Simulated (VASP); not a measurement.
A run of VASP 6.6.1:

File INCAR:

```
SYSTEM = Ir3Os
PREC = Accurate
ENCUT = 600
EDIFF = 1E-6
ISMEAR = -1
SIGMA = 0.1
LREAL = .False.
LASPH = .True.
NELM = 120
ALGO = Normal
ISIF = 2
LWAVE = .False.
LCHARG = .True.
GGA = PS
LELF = .True.
LVHAR = .True.
NBANDS = 26
GGA_COMPAT = .False.
```

File KPOINTS:

```
regular mesh
0
Gamma
  9 9 9
  0 0 0
```

POSCAR

```
Ir3Os
1.0
    3.8993816533      0.0000000000      0.0000000000
    0.0000000000      3.8993816533      0.0000000000
    0.0000000000      0.0000000000      3.7474751125
Os Ir
1 3
Direct
    0.0000000000      0.0000000000      0.0000000000
    0.0000000000      0.5000000000      0.5000000000
    0.5000000000      0.5000000000      0.0000000000
    0.5000000000      0.0000000000      0.5000000000
```

Potentials or basis: VASP PAW PBE potentials, release 64 (Os, Ir).

Command:

```bash
$ cat potpaw_PBE.64/Os/POTCAR potpaw_PBE.64/Ir/POTCAR > POTCAR
$ mpirun -np 1 vasp_std > vasp.out
```

Hardware: 1 thread of Intel(R) Xeon(R) 6975P-C (Granite Rapids), on a shared host.

Task: Estimate the wall time of this run.

Result: Run time: 47 s on 1 thread of Intel(R) Xeon(R) 6975P-C (Granite Rapids), with other jobs on the host, peak memory 0.27 GiB. Counts: scf iterations 15, k points 75.
